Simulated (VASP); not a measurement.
# SnTe (Fm-3m) in VASP: notebook, part 2 of 2

VASP 6.6.1. The steps go on from the part before.

**3. Single point, SVWN5**

Input file INCAR:

```
SYSTEM = SnTe
ALGO = Normal ; EDIFF = 1E-6
ENCUT = 520 ; GGA = VW
ISIF = 2 ; ISMEAR = -1
LASPH = .True. ; LCHARG = .True.
LELF = .True. ; LREAL = .False.
LVHAR = .True. ; LWAVE = .False.
NBANDS = 17 ; NELM = 60
PREC = Accurate ; SIGMA = 0.05
```

Input file KPOINTS:

```
k-points
0
Gamma
  7 7 7
  0 0 0
```

Input file POSCAR:

```
SnTe
1.0
    0.0000000000      3.0865288906      3.0865288906
    3.0865288906      0.0000000000      3.0865288906
    3.0865288906      3.0865288906      0.0000000000
Te Sn
1 1
Direct
    0.5000000000      0.5000000000      0.5000000000
    0.0000000000      0.0000000000      0.0000000000
```

Potentials or basis: VASP PAW PBE potentials, release 64 (Te, Sn_d).

Launch:

```bash
cat potpaw_PBE.64/Te/POTCAR potpaw_PBE.64/Sn_d/POTCAR > POTCAR
mpirun -np 1 vasp_std > vasp.out
```

OUTCAR:

```text
SYSTEM = SnTe
   EDIFF = 1E-6
   ENCUT = 520
   GGA = VW
   ISIF = 2
   ISMEAR = -1
   LASPH = .True.
   LREAL = .False.
   NELM = 60
   PREC = Accurate

 ion  position               nearest neighbor table
   1  0.500  0.500  0.500-   2 3.09   2 3.09   2 3.09   2 3.09   2 3.09   2 3.09
   2  0.000  0.000  0.000-   1 3.09   1 3.09   1 3.09   1 3.09   1 3.09   1 3.09

  LATTYP: Found a face centered cubic cell.
 ALAT       =     6.1730577812

  Lattice vectors:

 A1 = (   0.0000000000,   3.0865288906,   3.0865288906)
 A2 = (   3.0865288906,   0.0000000000,   3.0865288906)
 A3 = (   3.0865288906,   3.0865288906,   0.0000000000)

Analysis of symmetry for initial positions (statically):
[... 33 lines left out ...]
                                     Primitive cell

  volume of cell :      58.8086

  direct lattice vectors                    reciprocal lattice vectors
     0.000000000  3.086528891  3.086528891    -0.161994272  0.161994272  0.161994272
     3.086528891  0.000000000  3.086528891     0.161994272 -0.161994272  0.161994272
     3.086528891  3.086528891  0.000000000     0.161994272  0.161994272 -0.161994272

  length of vectors
     4.365011018  4.365011018  4.365011018     0.280582309  0.280582309  0.280582309

  position of ions in fractional coordinates (direct lattice)
     0.500000000  0.500000000  0.500000000
     0.000000000  0.000000000  0.000000000

  ion indices of the primitive-cell ions
   primitive index   ion index
                 1           1
                 2           2

----------------------------------------------------------------------------------------

 KPOINTS: k-points

Automatic generation of k-mesh.
 Grid dimensions read from file:
 generate k-points for:    7    7    7

 Generating k-lattice:

  Cartesian coordinates                     Fractional coordinates (reciprocal lattice)
    -0.023142039  0.023142039  0.023142039     0.142857143  0.000000000  0.000000000
     0.023142039 -0.023142039  0.023142039     0.000000000  0.142857143  0.000000000
     0.023142039  0.023142039 -0.023142039     0.000000000  0.000000000  0.142857143

  Length of vectors
     0.040083187  0.040083187  0.040083187

  Shift w.r.t. Gamma in fractional coordinates (k-lattice)
     0.000000000  0.000000000  0.000000000

 Subroutine IBZKPT returns following result:
 ===========================================

 Found     20 irreducible k-points:

 Following reciprocal coordinates:
            Coordinates               Weight
  0.000000  0.000000  0.000000      1.000000
  0.142857  0.000000  0.000000      8.000000
  0.285714  0.000000  0.000000      8.000000
  0.428571  0.000000  0.000000      8.000000
  0.142857  0.142857  0.000000      6.000000
  0.285714  0.142857  0.000000     24.000000
[... 12 lines left out ...]
 -0.428571  0.428571  0.142857     24.000000
 -0.285714  0.428571  0.142857     24.000000
   k-points           NKPTS =     20   k-points in BZ     NKDIM =     20   number of bands    NBANDS=     17
   number of dos      NEDOS =    301   number of ions     NIONS =      2
   total plane-waves  NPLWV =  32768
   dimension x,y,z NGX =    32 NGY =   32 NGZ =   32
   dimension x,y,z NGXF=    64 NGYF=   64 NGZF=   64
   ions per type =               1   1
   NGX,Y,Z   is equivalent  to a cutoff of  12.19, 12.19, 12.19 a.u.
   NGXF,Y,Z  is equivalent  to a cutoff of  24.38, 24.38, 24.38 a.u.
 SYSTEM =  SnTe
   PREC   = accura    normal or accurate (medium, high low for compatibility)
   ISTART =      0    job   : 0-new  1-cont  2-samecut
   ICHARG =      2    charge: 1-file 2-atom 10-const
   ISPIN  =      1    spin polarized calculation?
   LNONCOLLINEAR =      F non collinear calculations
   LSORBIT =      F    spin-orbit coupling
   LASPH  =      T    aspherical Exc in radial PAW
   ENCUT  =  520.0 eV  38.22 Ry    6.18 a.u.   8.12  8.12  8.12*2*pi/ulx,y,z
   NELM   =     60;   NELMIN=  2; NELMDL= -5     # of ELM steps
   EDIFF  = 0.1E-05   stopping-criterion for ELM
   LREAL  =      F    real-space projection
   EDIFFG = 0.1E-04   stopping-criterion for IOM
   NSW    =      0    number of steps for IOM
   IBRION =     -1    ionic relax: 0-MD 1-quasi-New 2-CG
   NFREE  =      0    steps in history (QN), initial steepest desc. (CG)
   ISIF   =      2    stress and relaxation
   ISYM   =      2    0-nonsym 1-usesym 2-fastsym
   POTIM  = 0.5000    time-step for ionic-motion
   TEBEG  =    0.0;   TEEND  =   0.0 temperature during run
   PSTRESS=    0.0 pullay stress
   NELECT =      20.0000    total number of electrons
   NUPDOWN=      -1.0000    fix difference up-down
   EMIN   =  10.00;   EMAX   =-10.00  energy-range for DOS
   EFERMI =   0.00;   METHOD = LEGACY
   ISMEAR =    -1;   SIGMA  =   0.05  broadening in eV -4-tet -1-fermi 0-gaus
   EFERMI_NEDOS =   21; number of points for ismear=-14 and -15
   IALGO  =     38    algorithm
   IMIX   =      4    mixing-type and parameters
     AMIX     =   0.40;   BMIX     =  1.00
     AMIX_MAG =   1.60;   BMIX_MAG =  1.00
  volume/ion in A,a.u.               =      29.40       198.43
  Fermi-wavevector in a.u.,A,eV,Ry     =   1.142715  2.159418 17.766446  1.305797
  Thomas-Fermi vector in A             =   2.279412
   LORBIT       =      0    0 simple, 1 ext, 2 COOP (PROOUT), +10 PAW based schemes
   GGA     = VW    functional components
   LHFCALC =     F    Hartree Fock is set to
   AEXX    =    0.0000 exact exchange contribution
   IVDW    =     0    specifies the selected vdW correction
   LEPSILON=     F    determine dielectric tensor
   LRPA    =     F    only Hartree local field effects (RPA)
 non-spin polarized calculation
  energy-cutoff  :      520.00
  volume of cell :       58.81
 maximum number of plane-waves:      1600
   NGX = 17   NGY = 17   NGZ = 17

 number of electron      19.9999996 magnetization

 Free energy of the ion-electron system (eV)
  ---------------------------------------------------
  ext. energy  EPLUGINS =         0.00000000
  ---------------------------------------------------
  free energy    TOTEN  =        -8.82273116 eV

  energy without entropy =       -8.82262542  energy(sigma->0) =       -8.82267829

 E-fermi :   7.4453     XC(G=0): -10.0040

 val. band max:        7.1490278926   @ k =   0.4286   0.0000   0.0000
 cond. band min:       7.7841970769   @ k =   0.4286   0.0000   0.0000
 fundamental gap:      0.6351691843
 Fermi energy:         7.4453053333

 k-point     1 :       0.0000    0.0000    0.0000
  band No.  band energies     occupation
      1     -14.3435      2.00000
      2     -14.3435      2.00000
      3     -14.3298      2.00000
      4     -14.3298      2.00000
      5     -14.3298      2.00000
      6      -5.9023      2.00000
[... 9 lines left out ...]
     16      12.1198      0.00000
     17      14.0428      0.00000

 k-point     2 :       0.1429    0.0000    0.0000
  band No.  band energies     occupation
      1     -14.3446      2.00000
      2     -14.3446      2.00000
      3     -14.3294      2.00000
      4     -14.3283      2.00000
      5     -14.3283      2.00000
      6      -5.7150      2.00000
[... 9 lines left out ...]
     16      12.5574      0.00000
     17      15.5212      0.00000

 k-point     3 :       0.2857    0.0000    0.0000
  band No.  band energies     occupation
      1     -14.3477      2.00000
      2     -14.3477      2.00000
      3     -14.3287      2.00000
      4     -14.3245      2.00000
      5     -14.3245      2.00000
      6      -5.1965      2.00000
[... 9 lines left out ...]
     16      13.7523      0.00000
     17      18.1909      0.00000

 k-point     4 :       0.4286    0.0000    0.0000
  band No.  band energies     occupation
      1     -14.3503      2.00000
      2     -14.3503      2.00000
      3     -14.3281      2.00000
      4     -14.3212      2.00000
      5     -14.3212      2.00000
      6      -4.5834      2.00000
[... 9 lines left out ...]
     16      15.5696      0.00000
     17      17.2104      0.00000
[... 263 lines left out ...]
      1     -14.3570      2.00000
      2     -14.3460      2.00000
      3     -14.3271      2.00000
      4     -14.3228      2.00000
      5     -14.3185      2.00000
      6      -4.2858      2.00000
[... 9 lines left out ...]
     16      16.3198      0.00000
     17      17.6531      0.00000

 k-point    19 :      -0.4286    0.4286    0.1429
  band No.  band energies     occupation
      1     -14.3637      2.00000
      2     -14.3412      2.00000
      3     -14.3314      2.00000
      4     -14.3193      2.00000
      5     -14.3159      2.00000
      6      -4.1461      2.00000
[... 9 lines left out ...]
     16      17.3288      0.00000
     17      18.1781      0.00000

 k-point    20 :      -0.2857    0.4286    0.1429
  band No.  band energies     occupation
      1     -14.3608      2.00000
      2     -14.3442      2.00000
      3     -14.3272      2.00000
      4     -14.3232      2.00000
      5     -14.3160      2.00000
      6      -4.0397      2.00000
[... 9 lines left out ...]
     16      17.3520      0.00000
     17      18.1501      0.00000

------------------------ aborting loop because EDIFF is reached ----------------------------------------

  FORCE on cell =-STRESS in cart. coord.  units (eV):
  Direction    XX          YY          ZZ          XY          YZ          ZX
  --------------------------------------------------------------------------------------
  -------------------------------------------------------------------------------------
  Total        0.5553052      0.5553052      0.5553052     -0.0000000     -0.0000000      0.0000000
  in kB       15.1286886     15.1286886     15.1286886     -0.0000000     -0.0000000      0.0000000
  external PRESSURE =      15.1286886 kB  Pullay stress =       0.0000000 kB

 VOLUME and BASIS-vectors are now :
 -----------------------------------------------------------------------------
  energy-cutoff  :      520.00
  volume of cell :       58.81
      direct lattice vectors                 reciprocal lattice vectors
     0.000000000  3.086528891  3.086528891    -0.161994272  0.161994272  0.161994272
     3.086528891  0.000000000  3.086528891     0.161994272 -0.161994272  0.161994272
     3.086528891  3.086528891  0.000000000     0.161994272  0.161994272 -0.161994272

 POSITION                                       TOTAL-FORCE (eV/Angst)
 -----------------------------------------------------------------------------------
      3.08653      3.08653      3.08653         0.000000      0.000000     -0.000000
      0.00000      0.00000      0.00000        -0.000000     -0.000000      0.000000
 -----------------------------------------------------------------------------------
    total drift:                                0.000000     -0.000000     -0.000000

  FREE ENERGIE OF THE ION-ELECTRON SYSTEM (eV)
  ---------------------------------------------------
  free  energy   TOTEN  =        -8.8227311610 eV

  energy  without entropy=       -8.8226254194  energy(sigma->0) =       -8.82267829
```

OSZICAR:

```text
N       E                     dE             d eps       ncg     rms          rms(c)
DAV:   1     0.127915422729E+03    0.12792E+03   -0.96210E+03   696   0.137E+03
DAV:   2     0.341509571023E+01   -0.12450E+03   -0.12054E+03   729   0.345E+02
DAV:   3    -0.850584436606E+01   -0.11921E+02   -0.11832E+02   863   0.918E+01
DAV:   4    -0.886833025323E+01   -0.36249E+00   -0.36214E+00   806   0.163E+01
DAV:   5    -0.888140234041E+01   -0.13072E-01   -0.13071E-01   949   0.311E+00    0.586E+00
DAV:   6    -0.882764911827E+01    0.53753E-01   -0.11026E-01   964   0.264E+00    0.374E+00
DAV:   7    -0.882390226293E+01    0.37469E-02   -0.45909E-02   898   0.134E+00    0.654E-01
DAV:   8    -0.882270472277E+01    0.11975E-02   -0.79387E-03   885   0.751E-01    0.176E-01
DAV:   9    -0.882274978868E+01   -0.45066E-04   -0.57125E-04   835   0.203E-01    0.547E-02
DAV:  10    -0.882273053722E+01    0.19251E-04   -0.75827E-05   904   0.798E-02    0.217E-02
DAV:  11    -0.882273141279E+01   -0.87557E-06   -0.14744E-05   820   0.313E-02    0.366E-03
DAV:  12    -0.882273116101E+01    0.25178E-06   -0.94251E-07   438   0.110E-02
   1 F= -.88227312E+01 E0= -.88226783E+01  d E =-.105742E-03
```

stdout:

```text
POSCAR found type information on POSCAR TeSn
 POSCAR found :  2 types and       2 ions
 scaLAPACK will be used
 -----------------------------------------------------------------------------
|                                                                             |
|                                                                             |
|     You enforced a specific xc type in the INCAR file but a different       |
|     I HOPE YOU KNOW WHAT YOU ARE DOING!                                     |
|                                                                             |
 -----------------------------------------------------------------------------

 LDA part: xc-table for (Slater(with rela. corr.)+VWN5), standard interpolation
 POSCAR, INCAR and KPOINTS ok, starting setup
 FFT: planning ... GRIDC
 FFT: planning ... GRID_SOFT
 FFT: planning ... GRID
 WAVECAR not read
 entering main loop
```

Wall time 17 s (1 thread of AMD EPYC 7R43 (Zen 3), shared host); peak memory 0.13 GiB.

What came out:

```
Free energy : -8.8227 eV
Pressure    : 1.5 GPa
```

Levels at points of the mesh, in eV from the Fermi level:
```tsv
k point	band 8	band 9	band 10	band 11	band 12	band 13
(0.00, 0.00, 0.00)	-2.32	-2.32	-2.32	3.39	3.39	3.39
```

Caveat: this odd mesh misses L, where the gap lies, so gap, dielectric constants and Born charges aren't listed; the PAW data sets were made with another functional, which shifts forces and pressure a little; spin-orbit coupling is left out, which moves the levels of the heavy elements.

**4. Single point, PBEsol+D4**

This run uses another cell than the first one, of 30.03 Å³/atom, 1.021 times its volume.

Input file INCAR:

```
SYSTEM = SnTe
PREC = Accurate
ENCUT = 520
EDIFF = 1E-6
ISMEAR = -1
SIGMA = 0.05
LREAL = .False.
LASPH = .True.
NELM = 60
ALGO = Normal
ISIF = 2
LWAVE = .False.
LCHARG = .False.
GGA = PS
IVDW = 13
NBANDS = 17
```

Input file KPOINTS:

```
Automatic mesh
0
Gamma
  7 7 7
  0 0 0
```

Input file POSCAR:

```
SnTe
1.0
    0.0000000000      3.1082657258      3.1082657258
    3.1082657258      0.0000000000      3.1082657258
    3.1082657258      3.1082657258      0.0000000000
Te Sn
1 1
Direct
    0.5000000000      0.5000000000      0.5000000000
    0.0000000000      0.0000000000      0.0000000000
```

Potentials or basis: VASP PAW PBE potentials, release 64 (Te, Sn_d).

Launch:

```bash
cat potpaw_PBE.64/Te/POTCAR potpaw_PBE.64/Sn_d/POTCAR > POTCAR
mpirun -np 1 vasp_std > vasp.out
```

OUTCAR:

```text
SYSTEM = SnTe
   PREC = Accurate
   ENCUT = 520
   EDIFF = 1E-6
   ISMEAR = -1
   LREAL = .False.
   LASPH = .True.
   NELM = 60
   ISIF = 2
   GGA = PS
   IVDW = 13

 ion  position               nearest neighbor table
   1  0.500  0.500  0.500-   2 3.11   2 3.11   2 3.11   2 3.11   2 3.11   2 3.11
   2  0.000  0.000  0.000-   1 3.11   1 3.11   1 3.11   1 3.11   1 3.11   1 3.11

  LATTYP: Found a face centered cubic cell.
 ALAT       =     6.2165314516

  Lattice vectors:

 A1 = (   0.0000000000,   3.1082657258,   3.1082657258)
 A2 = (   3.1082657258,   0.0000000000,   3.1082657258)
 A3 = (   3.1082657258,   3.1082657258,   0.0000000000)

[... 579 lines left out ...]

  Edisp (eV):   -0.52570

  FORCE on cell =-STRESS in cart. coord.  units (eV):
  Direction    XX          YY          ZZ          XY          YZ          ZX
  --------------------------------------------------------------------------------------
  -------------------------------------------------------------------------------------
  Total       0.11991     0.11991     0.11991    -0.00000    -0.00000     0.00000
  in kB       3.19880     3.19880     3.19880    -0.00000    -0.00000     0.00000
  external pressure =        3.20 kB  Pullay stress =        0.00 kB

 VOLUME and BASIS-vectors are now :
 -----------------------------------------------------------------------------
  energy-cutoff  :      520.00
  volume of cell :       60.06
      direct lattice vectors                 reciprocal lattice vectors
     0.000000000  3.108265726  3.108265726    -0.160861408  0.160861408  0.160861408
     3.108265726  0.000000000  3.108265726     0.160861408 -0.160861408  0.160861408
     3.108265726  3.108265726  0.000000000     0.160861408  0.160861408 -0.160861408

 POSITION                                       TOTAL-FORCE (eV/Angst)
 -----------------------------------------------------------------------------------
      3.10827      3.10827      3.10827         0.000000      0.000000      0.000000
      0.00000      0.00000      0.00000        -0.000000     -0.000000      0.000000
 -----------------------------------------------------------------------------------
    total drift:                               -0.000000      0.000000      0.000000

  FREE ENERGIE OF THE ION-ELECTRON SYSTEM (eV)
  ---------------------------------------------------
  free  energy   TOTEN  =        -8.8601613159 eV

  energy  without entropy=       -8.8600716838  energy(sigma->0) =       -8.86011650
```

stdout:

```text
POSCAR found type information on POSCAR TeSn
 POSCAR found :  2 types and       2 ions
 scaLAPACK will be used
 -----------------------------------------------------------------------------
|                                                                             |
|                                                                             |
|     You enforced a specific xc type in the INCAR file but a different       |
|     I HOPE YOU KNOW WHAT YOU ARE DOING!                                     |
|                                                                             |
 -----------------------------------------------------------------------------

 LDA part: xc-table for (Slater+PW92), standard interpolation
 POSCAR, INCAR and KPOINTS ok, starting setup
 FFT: planning ... GRIDC
 FFT: planning ... GRID_SOFT
 FFT: planning ... GRID
 WAVECAR not read
 entering main loop
```

Wall time 22 s (1 thread of AMD EPYC 7R43 (Zen 3), shared host); peak memory 0.17 GiB.

Results:

```
Free energy                : -8.8602 eV
Pressure                   : 0.3 GPa
Dispersion energy per atom : -0.263 eV
```

Levels at points of the mesh, in eV from the Fermi level:
```
           k point  band 8  band 9  band 10  band 11  band 12  band 13
(0.00, 0.00, 0.00)   -2.30   -2.30    -2.30     3.37     3.37     3.37
```

Caveat: this odd mesh misses L, where the gap lies, so gap, dielectric constants and Born charges aren't listed; the PAW data sets were made with another functional, which shifts forces and pressure a little; spin-orbit coupling is left out, which moves the levels of the heavy elements.

**5. Overview**

| level | cell | pressure (GPa) |
| --- | --- | --- |
| PBEsol+D4 | a = 4.365 Å, angles 60.0°, 2 atoms | 1.5 |
| SVWN5 | a = 4.365 Å, angles 60.0°, 2 atoms | 1.5 |
| PBEsol+D4 | a = 4.396 Å, angles 60.0°, 2 atoms | 0.3 |

Alike in all rows: task single point; potentials or basis VASP PAW PBE potentials, release 64 (Te, Sn_d); no spin polarisation; k mesh 7 × 7 × 7; cutoff (eV) 520; smearing fermi-dirac 0.05 eV.

Caveats: the PAW data sets were made with another functional, which shifts forces and pressure a little; spin-orbit coupling is left out, which moves the levels of the heavy elements.

Total energies depend on the potentials used, so only differences within one code and one set of settings carry meaning.
